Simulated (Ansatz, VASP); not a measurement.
**One calculation of Pt, two programs**

```
Pt
1.0
     0.00000   -3.13897    0.00000
    -3.13897    0.00000    0.00000
     0.00000    0.00000   -3.13897
Pt
2
Direct
  0.51839 0.51839 0.51839
  0.98161 0.98161 0.98161
```

Change from the starting cell: mode 4 (144.5 1/cm) frozen in, largest displacement -0.100 Å.

Alike in both runs: task single point; functional r2SCAN; k mesh 20 × 20 × 20; occupations gaussian, width 0.15 eV; no spin polarisation.

```csv
,VASP,Ansatz
version,VASP 6.6.1,Ansatz 0.2.0
potentials or method,"VASP PAW PBE potentials, release 64 (Pt), cutoff 520 eV","scalar-relativistic, plane waves, PAW"
valence electrons in the cell,20,36
```

|  | VASP | Ansatz | Ansatz less VASP |
| --- | --- | --- | --- |
| gap on the k mesh at the Fermi level (eV) | none | none | - |
| pressure (GPa) | 5.2 | 4.5 | -0.69 |
| traceless stress, the component that is largest in VASP (GPa) | 2.85 | 2.82 | -0.031 |
| rms of the force components (eV/Å) | 1.061 | 1.048 | -0.0127 |

VASP's potentials were made for PBE, not for r2SCAN. Atom by atom the forces differ by 0.013 eV/Å (rms over components). A gap of «none» marks a metal or a gap that the smearing closes. VASP's potentials hold 20 valence electrons a cell and Ansatz's 36, so a difference there can come from the potentials and not from the codes.

Spin-orbit coupling is off throughout.
